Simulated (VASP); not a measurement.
# SiC (R3m) in VASP: notebook

Runs on SiC. Level: PBEsol. Tasks: single point.

Program: VASP 6.6.1. These are calculated values, not measurements. Logs are shortened: lines on timing, memory, paths and dates and some standing lists are left out, and cuts for length are marked.

## (1) The cell of the first run

Symmetry: R3m, No. 160, trigonal system. The conventional cell has a = 2.874 Å, b = 2.874 Å, c = 7.629 Å, α = 90.00°, β = 90.00°, γ = 120.00°. Si (site symmetry 3m) has 4 C at 1.78 to 1.91 Å within 2.4 Å. Within 2.4 Å of C (site symmetry 3m) lie 4 Si at 1.78 to 1.91 Å.

## (2) Single point, PBEsol

Input file INCAR:

```
SYSTEM = SiC
PREC = Accurate
ENCUT = 520
EDIFF = 1E-7
ISMEAR = 0
SIGMA = 0.05
LREAL = .False.
LASPH = .True.
NELM = 100
ALGO = Normal
ISIF = 2
LWAVE = .False.
LCHARG = .True.
GGA = PS
LELF = .True.
LVHAR = .True.
NBANDS = 11
```

Input file KPOINTS:

```
regular mesh
0
Gamma
  12 12 12
  0 0 0
```

Input file POSCAR:

```
SiC
1.0
    0.0000000000      2.0324650816      2.0324650816
    2.0324650816      0.0000000000      2.0324650816
    2.1456056378      2.1456056378     -0.1131405562
Si C
1 1
Direct
    0.0000000000      0.0000000000      0.0000000000
    0.7500000000      0.7500000000      0.7500000000
```

Potentials or basis: VASP PAW PBE potentials, release 64 (Si, C).

On the command line:

```sh
cat potpaw_PBE.64/Si/POTCAR potpaw_PBE.64/C/POTCAR > POTCAR
mpirun -np 1 vasp_std > vasp.out
```

OUTCAR:

```text
SYSTEM = SiC
   PREC = Accurate
   ENCUT = 520
   EDIFF = 1E-7
   ISMEAR = 0
   LREAL = .False.
   LASPH = .True.
   NELM = 100
   ISIF = 2
   GGA = PS

 ion  position               nearest neighbor table
   1  0.000  0.000  0.000-   2 1.78   2 1.78   2 1.78   2 1.91
   2  0.750  0.750  0.750-   1 1.78   1 1.78   1 1.78   1 1.91

  LATTYP: Found a trigonal (rhomboedric) cell.
 ALAT       =     3.0364531762
 COS(alpha) =     0.5519638990

  Lattice vectors:

 A1 = (   2.1456056378,   0.1131405562,  -2.1456056378)
 A2 = (   0.1131405562,   2.1456056378,  -2.1456056378)
 A3 = (   2.1456056378,   2.1456056378,  -0.1131405562)

Analysis of symmetry for initial positions (statically):
=====================================================================
 Subroutine PRICEL returns:
 Original cell was already a primitive cell.

 Routine SETGRP: Setting up the symmetry group for a
 trigonal (rhombohedral) supercell.

 Subroutine GETGRP returns: Found  6 space group operations
 (whereof  6 operations were pure point group operations)
 out of a pool of 12 trial point group operations.

The static configuration has the point symmetry C_3v.

Analysis of symmetry for dynamics (positions and initial velocities):
=====================================================================
 Subroutine PRICEL returns:
 Original cell was already a primitive cell.

 Routine SETGRP: Setting up the symmetry group for a
 trigonal (rhombohedral) supercell.

 Subroutine GETGRP returns: Found  6 space group operations
 (whereof  6 operations were pure point group operations)
 out of a pool of 12 trial point group operations.

The dynamic configuration has the point symmetry C_3v.

 Subroutine INISYM returns: Found  6 space group operations
 (whereof  6 operations are pure point group operations),
 and found     1 'primitive' translations

----------------------------------------------------------------------------------------

                                     Primitive cell

  volume of cell :      18.1940

  direct lattice vectors                    reciprocal lattice vectors
     0.000000000  2.032465082  2.032465082    -0.239687179  0.252326194  0.239687179
     2.032465082  0.000000000  2.032465082     0.252326194 -0.239687179  0.239687179
     2.145605638  2.145605638 -0.113140556     0.227048165  0.227048165 -0.227048165

  length of vectors
     2.874339683  2.874339683  3.036453176     0.422573539  0.422573539  0.393258957

  position of ions in fractional coordinates (direct lattice)
     0.000000000  0.000000000  0.000000000
     0.750000000  0.750000000  0.750000000

  ion indices of the primitive-cell ions
   primitive index   ion index
                 1           1
                 2           2

----------------------------------------------------------------------------------------

 KPOINTS: regular mesh

Automatic generation of k-mesh.
 Grid dimensions read from file:
 generate k-points for:   12   12   12

 Generating k-lattice:

  Cartesian coordinates                     Fractional coordinates (reciprocal lattice)
    -0.019973932  0.021027183  0.019973932     0.083333333  0.000000000  0.000000000
     0.021027183 -0.019973932  0.019973932     0.000000000  0.083333333  0.000000000
     0.018920680  0.018920680 -0.018920680     0.000000000  0.000000000  0.083333333

  Length of vectors
     0.035214462  0.035214462  0.032771580

  Shift w.r.t. Gamma in fractional coordinates (k-lattice)
     0.000000000  0.000000000  0.000000000

 Subroutine IBZKPT returns following result:
 ===========================================

 Found    189 irreducible k-points:

 Following reciprocal coordinates:
            Coordinates               Weight
  0.000000  0.000000  0.000000      1.000000
  0.083333  0.000000  0.000000      6.000000
  0.166667  0.000000  0.000000      6.000000
  0.250000  0.000000  0.000000      6.000000
  0.333333  0.000000 -0.000000      6.000000
  0.416667  0.000000  0.000000      6.000000
[... 16 lines left out ...]
  0.500000  0.166667  0.000000     12.000000
 -0.416667  0.166667 -0.000000     12.000000
 [... further k-points ...]
   k-points           NKPTS =    189   k-points in BZ     NKDIM =    189   number of bands    NBANDS=     11
   number of dos      NEDOS =    301   number of ions     NIONS =      2
   total plane-waves  NPLWV =  13824
   dimension x,y,z NGX =    24 NGY =   24 NGZ =   24
   dimension x,y,z NGXF=    48 NGYF=   48 NGZF=   48
   ions per type =               1   1
   NGX,Y,Z   is equivalent  to a cutoff of  13.88, 13.88, 13.14 a.u.
   NGXF,Y,Z  is equivalent  to a cutoff of  27.76, 27.76, 26.28 a.u.
 SYSTEM =  SiC
   PREC   = accura    normal or accurate (medium, high low for compatibility)
   ISTART =      0    job   : 0-new  1-cont  2-samecut
   ICHARG =      2    charge: 1-file 2-atom 10-const
   ISPIN  =      1    spin polarized calculation?
   LNONCOLLINEAR =      F non collinear calculations
   LSORBIT =      F    spin-orbit coupling
   LASPH  =      T    aspherical Exc in radial PAW
   ENCUT  =  520.0 eV  38.22 Ry    6.18 a.u.   5.34  5.34  5.65*2*pi/ulx,y,z
   NELM   =    100;   NELMIN=  2; NELMDL= -5     # of ELM steps
   EDIFF  = 0.1E-06   stopping-criterion for ELM
   LREAL  =      F    real-space projection
   EDIFFG = 0.1E-05   stopping-criterion for IOM
   NSW    =      0    number of steps for IOM
   IBRION =     -1    ionic relax: 0-MD 1-quasi-New 2-CG
   NFREE  =      0    steps in history (QN), initial steepest desc. (CG)
   ISIF   =      2    stress and relaxation
   ISYM   =      2    0-nonsym 1-usesym 2-fastsym
   POTIM  = 0.5000    time-step for ionic-motion
   TEBEG  =    0.0;   TEEND  =   0.0 temperature during run
   PSTRESS=    0.0 pullay stress
   NELECT =       8.0000    total number of electrons
   NUPDOWN=      -1.0000    fix difference up-down
   EMIN   =  10.00;   EMAX   =-10.00  energy-range for DOS
   EFERMI =   0.00;   METHOD = LEGACY
   ISMEAR =     0;   SIGMA  =   0.05  broadening in eV -4-tet -1-fermi 0-gaus
   EFERMI_NEDOS =   21; number of points for ismear=-14 and -15
   IALGO  =     38    algorithm
   IMIX   =      4    mixing-type and parameters
     AMIX     =   0.40;   BMIX     =  1.00
     AMIX_MAG =   1.60;   BMIX_MAG =  1.00
  volume/ion in A,a.u.               =       9.10        61.39
  Fermi-wavevector in a.u.,A,eV,Ry     =   1.244884  2.352489 21.085429  1.549735
  Thomas-Fermi vector in A             =   2.379131
   LORBIT       =      0    0 simple, 1 ext, 2 COOP (PROOUT), +10 PAW based schemes
   GGA     = PS    functional components
   LHFCALC =     F    Hartree Fock is set to
   AEXX    =    0.0000 exact exchange contribution
   IVDW    =     0    specifies the selected vdW correction
   LEPSILON=     F    determine dielectric tensor
   LRPA    =     F    only Hartree local field effects (RPA)
 non-spin polarized calculation
 Gauss-broadening in eV      SIGMA  =   0.05
  energy-cutoff  :      520.00
  volume of cell :       18.19
 maximum number of plane-waves:       508
 NGX is ok and might be reduce to    24
   NGX = 11   NGY = 11   NGZ = 11

 number of electron       8.0000001 magnetization

 Free energy of the ion-electron system (eV)
  ---------------------------------------------------
  ext. energy  EPLUGINS =         0.00000000
  ---------------------------------------------------
  free energy    TOTEN  =       -15.47626346 eV

  energy without entropy =      -15.47626346  energy(sigma->0) =      -15.47626346

 E-fermi :  10.0206     XC(G=0): -12.0650

 val. band max:        9.7961148622   @ k =   0.0000   0.0000   0.0000
 cond. band min:      10.5701333636   @ k =   0.5000   0.5000   0.0000
 fundamental gap:      0.7740185013
 Fermi energy:        10.0205608548

 k-point     1 :       0.0000    0.0000    0.0000
  band No.  band energies     occupation
      1      -6.9228      2.00000
      2       9.0796      2.00000
      3       9.7961      2.00000
      4       9.7961      2.00000
      5      15.1893      0.00000
      6      18.4920      0.00000
      7      18.4920      0.00000
      8      18.5754      0.00000
      9      24.8834      0.00000
     10      24.8834      0.00000
     11      27.1710      0.00000

 k-point     2 :       0.0833    0.0000    0.0000
  band No.  band energies     occupation
      1      -6.7659      2.00000
      2       8.8327      2.00000
      3       9.2467      2.00000
      4       9.6740      2.00000
      5      15.3772      0.00000
      6      18.2305      0.00000
      7      18.6942      0.00000
      8      19.1234      0.00000
      9      23.7057      0.00000
     10      24.1181      0.00000
     11      27.0442      0.00000

 k-point     3 :       0.1667    0.0000    0.0000
  band No.  band energies     occupation
      1      -6.2989      2.00000
      2       7.3098      2.00000
      3       8.8578      2.00000
      4       9.3718      2.00000
      5      15.7085      0.00000
      6      17.9602      0.00000
      7      18.9964      0.00000
      8      19.9329      0.00000
      9      22.5239      0.00000
     10      23.4316      0.00000
     11      26.1940      0.00000

 k-point     4 :       0.2500    0.0000    0.0000
  band No.  band energies     occupation
      1      -5.5345      2.00000
      2       5.2478      2.00000
      3       8.5994      2.00000
      4       9.0158      2.00000
      5      15.7964      0.00000
      6      17.6784      0.00000
      7      18.8005      0.00000
      8      20.2701      0.00000
      9      22.5823      0.00000
     10      24.0144      0.00000
     11      25.9328      0.00000

 k-point     5 :       0.3333    0.0000   -0.0000
  band No.  band energies     occupation
      1      -4.5059      2.00000
      2       3.1449      2.00000
      3       8.4024      2.00000
      4       8.7078      2.00000
      5      15.6490      0.00000
      6      17.2104      0.00000
      7      18.2639      0.00000
      8      20.2919      0.00000
      9      23.6152      0.00000
     10      25.6927      0.00000
     11      26.5720      0.00000
[... 211 lines left out ...]
 k-point    21 :       0.3333    0.1667    0.0000
  band No.  band energies     occupation
      1      -4.7458      2.00000
      2       4.8271      2.00000
      3       7.2774      2.00000
      4       7.7224      2.00000
      5      14.5241      0.00000
      6      17.9603      0.00000
      7      19.6723      0.00000
      8      20.4220      0.00000
      9      23.2099      0.00000
     10      26.4622      0.00000
     11      28.8964      0.00000

 k-point    22 :       0.4167    0.1667    0.0000
  band No.  band energies     occupation
      1      -3.6776      2.00000
      2       2.9506      2.00000
      3       7.0351      2.00000
      4       7.2988      2.00000
      5      14.2479      0.00000
      6      18.0940      0.00000
      7      19.4198      0.00000
      8      21.0655      0.00000
      9      23.8929      0.00000
     10      27.5089      0.00000
     11      29.3743      0.00000

 k-point    23 :       0.5000    0.1667    0.0000
  band No.  band energies     occupation
      1      -2.5519      2.00000
      2       1.3270      2.00000
      3       6.5749      2.00000
      4       7.4146      2.00000
      5      14.2679      0.00000
      6      17.7859      0.00000
      7      18.9993      0.00000
      8      22.0371      0.00000
      9      24.6664      0.00000
     10      27.8494      0.00000
     11      29.2755      0.00000

 k-point    24 :      -0.4167    0.1667   -0.0000
  band No.  band energies     occupation
      1      -2.2170      2.00000
      2       0.8984      2.00000
      3       6.2682      2.00000
      4       7.7371      2.00000
      5      14.6308      0.00000
      6      17.4167      0.00000
      7      18.7247      0.00000
      8      21.9473      0.00000
      9      25.3959      0.00000
     10      26.5429      0.00000
     11      29.4554      0.00000

 [... further k-points ...]
[... 5 lines left out ...]
  --------------------------------------------------------------------------------------
  -------------------------------------------------------------------------------------
  Total        4.4392174      4.4392174      4.4392174     -2.1854279      2.1854279      2.1854279
  in kB      390.9208218    390.9208218    390.9208218   -192.4504217    192.4504217    192.4504217
  external PRESSURE =     390.9208218 kB  Pullay stress =       0.0000000 kB

 VOLUME and BASIS-vectors are now :
 -----------------------------------------------------------------------------
  energy-cutoff  :      520.00
  volume of cell :       18.19
      direct lattice vectors                 reciprocal lattice vectors
     0.000000000  2.032465082  2.032465082    -0.239687179  0.252326194  0.239687179
     2.032465082  0.000000000  2.032465082     0.252326194 -0.239687179  0.239687179
     2.145605638  2.145605638 -0.113140556     0.227048165  0.227048165 -0.227048165

 POSITION                                       TOTAL-FORCE (eV/Angst)
 -----------------------------------------------------------------------------------
      0.00000      0.00000      0.00000         0.671961      0.671961     -0.671961
      3.13355      3.13355      2.96384        -0.671961     -0.671961      0.671961
 -----------------------------------------------------------------------------------
    total drift:                               -0.000008     -0.000008      0.000008

  FREE ENERGIE OF THE ION-ELECTRON SYSTEM (eV)
  ---------------------------------------------------
  free  energy   TOTEN  =       -15.4762634590 eV

  energy  without entropy=      -15.4762634590  energy(sigma->0) =      -15.47626346
```

It took 15 s on 1 thread of Intel Xeon 6975P-C, shared host; peak memory 0.16 GiB.

What came out:

```yaml
Free_energy: -15.4763 eV
Pressure: 39.1 GPa
Largest_force: 1.164 eV/Å
Band_gap_on_the_k_mesh: 0.77 eV, indirect (least direct gap 3.98 eV)
```

Forces on the atoms (eV/Å):
```
Si   0.672  0.672 -0.672
C   -0.672 -0.672  0.672
```

Caveat: the PAW data sets were made with another functional, which shifts forces and pressure a little. PBEsol gaps usually lie below the measured ones, often by a third to a half.

## (3) Single point, PBEsol

This run uses another cell than the first one, of 9.41 Å³/atom, 1.034 times its volume.

Input file INCAR:

```
ALGO = Normal
EDIFF = 1E-7
ENCUT = 520
GGA = PS
ISIF = 2
ISMEAR = 0
LASPH = T
LCHARG = F
LREAL = F
LWAVE = F
NBANDS = 11
NELM = 60
PREC = Accurate
SIGMA = 0.05
```

Input file KPOINTS:

```
k-points
0
Gamma
  12 12 12
```

Input file POSCAR:

```
SiC
1.0
    0.0000000000      2.0552945760      2.0552945760
    2.0552945760      0.0000000000      2.0552945760
    2.1697059741      2.1697059741     -0.1144113981
Si C
1 1
Direct
    0.0000000000      0.0000000000      0.0000000000
    0.7500000000      0.7500000000      0.7500000000
```

Potentials or basis: VASP PAW PBE potentials, release 64 (Si, C).

On the command line:

```sh
cat potpaw_PBE.64/Si/POTCAR potpaw_PBE.64/C/POTCAR > POTCAR
mpirun -np 1 vasp_std > vasp.out
```

Wall time 12 s (1 thread of Intel Xeon 6975P-C, shared host); peak memory 0.16 GiB.

Results (log left out):

```
Free energy            : -15.6053 eV
Pressure               : 27.8 GPa
Largest force          : 0.974 eV/Å
Band gap on the k mesh : 0.82 eV, indirect (least direct gap 3.97 eV)
```

Forces in eV/Å, atoms in the order of the input:
```
Si   0.562  0.562 -0.562
C   -0.562 -0.562  0.562
```

Stress tensor (GPa, compression positive):
```
 27.77 -17.67  17.67
-17.67  27.77  17.67
 17.67  17.67  27.77
```

Levels at points of the mesh, in eV from the valence-band top:
| k point | band 1 | band 2 | band 3 | band 4 | band 5 | band 6 | band 7 | band 8 |
| --- | --- | --- | --- | --- | --- | --- | --- | --- |
| (0.00, 0.00, 0.00) | -16.43 | -0.68 | 0.00 | 0.00 | 5.16 | 8.43 | 8.43 | 8.43 |
| (0.50, 0.00, 0.00) | -12.22 | -9.30 | -1.52 | -1.35 | 5.36 | 6.70 | 7.73 | 10.12 |
| (0.50, 0.50, 0.00) | -10.90 | -8.36 | -4.00 | -3.14 | 0.82 | 4.49 | 14.27 | 14.63 |
| (0.00, 0.00, 0.50) | -13.12 | -9.51 | -0.79 | -0.79 | 7.30 | 8.08 | 8.08 | 10.59 |

Caveat: the PAW data sets were made with another functional, which shifts forces and pressure a little. A k mesh can miss the band edges.

## (4) Single point, PBEsol

This run uses another cell than the first one, of 9.41 Å³/atom, 1.034 times its volume.

Input file INCAR:

```
SYSTEM = SiC
ALGO = Normal ; EDIFF = 1E-6
ENCUT = 520 ; GGA = PS
ISIF = 2 ; ISMEAR = 0
LASPH = .TRUE. ; LCHARG = .FALSE.
LREAL = .FALSE. ; LWAVE = .FALSE.
NBANDS = 11 ; NELM = 100
PREC = Accurate ; SIGMA = 0.05
```

Input file KPOINTS:

```
k-points
0
G
  12 12 12
  0 0 0
```

Input file POSCAR:

```
SiC
1.0
    0.0000000000      2.1681191614      2.1681191614
    2.1681191614      0.0000000000      2.1681191614
    2.0568223778      2.0568223778      0.1112967836
Si C
1 1
Direct
    0.0000000000      0.0000000000      0.0000000000
    0.7500000000      0.7500000000      0.7500000000
```

On the command line:

```sh
cat potpaw_PBE.64/Si/POTCAR potpaw_PBE.64/C/POTCAR > POTCAR
mpirun -np 1 vasp_std > vasp.out
```

It took 12 s on 1 thread of Intel Xeon 6975P-C, shared host; peak memory 0.16 GiB.

Results (log left out):

```yaml
Free_energy: -15.5905 eV
Pressure: 28.0 GPa
Largest_force: 1.735 eV/Å
Band_gap_on_the_k_mesh: 0.73 eV, indirect (least direct gap 3.89 eV)
```

Forces in eV/Å, atoms in the order of the input:
```
Si  -1.002 -1.002  1.002
C    1.002  1.002 -1.002
```

Stress tensor (GPa, compression positive):
```
 28.01  20.06 -20.06
 20.06  28.01 -20.06
-20.06 -20.06  28.01
```

Levels at points of the mesh, in eV from the valence-band top:
| k point | band 1 | band 2 | band 3 | band 4 | band 5 | band 6 | band 7 | band 8 | band 9 |
| --- | --- | --- | --- | --- | --- | --- | --- | --- | --- |
| (0.00, 0.00, 0.00) | -16.50 | -0.47 | -0.47 | 0.00 | 6.17 | 6.99 | 6.99 | 9.95 | 14.81 |
| (0.50, 0.00, 0.00) | -12.75 | -9.50 | -1.23 | -1.13 | 6.20 | 6.90 | 8.23 | 10.42 | 16.53 |
| (0.50, 0.50, 0.00) | -10.98 | -8.43 | -4.15 | -3.16 | 0.73 | 4.43 | 14.17 | 14.69 | 16.12 |
| (0.00, 0.00, 0.50) | -11.86 | -9.19 | -1.87 | -1.87 | 4.78 | 6.50 | 6.50 | 9.61 | 17.18 |

Caveat: the PAW data sets were made with another functional, which shifts forces and pressure a little.

## (5) Overview

```csv
cell,gap on the mesh (eV),pressure (GPa),largest force (eV/Å)
"a = 2.874, b = 2.874, c = 3.036 Å, angles 61.8, 61.8, 60.0°, 2 atoms",0.77,39.1,1.16
"a = 2.907, b = 2.907, c = 3.071 Å, angles 61.8, 61.8, 60.0°, 2 atoms",0.82,27.8,0.97
"a = 3.066, b = 3.066, c = 2.911 Å, angles 58.2, 58.2, 60.0°, 2 atoms",0.73,28.0,1.74
```

Alike in all rows: task single point; level PBEsol; potentials or basis VASP PAW PBE potentials, release 64 (Si, C); no spin polarisation; k mesh 12 × 12 × 12; cutoff (eV) 520; smearing gaussian 0.05 eV.

Caveats: the PAW data sets were made with another functional, which shifts forces and pressure a little.

Total energies depend on the potentials used, so only differences within one code and one set of settings carry meaning.
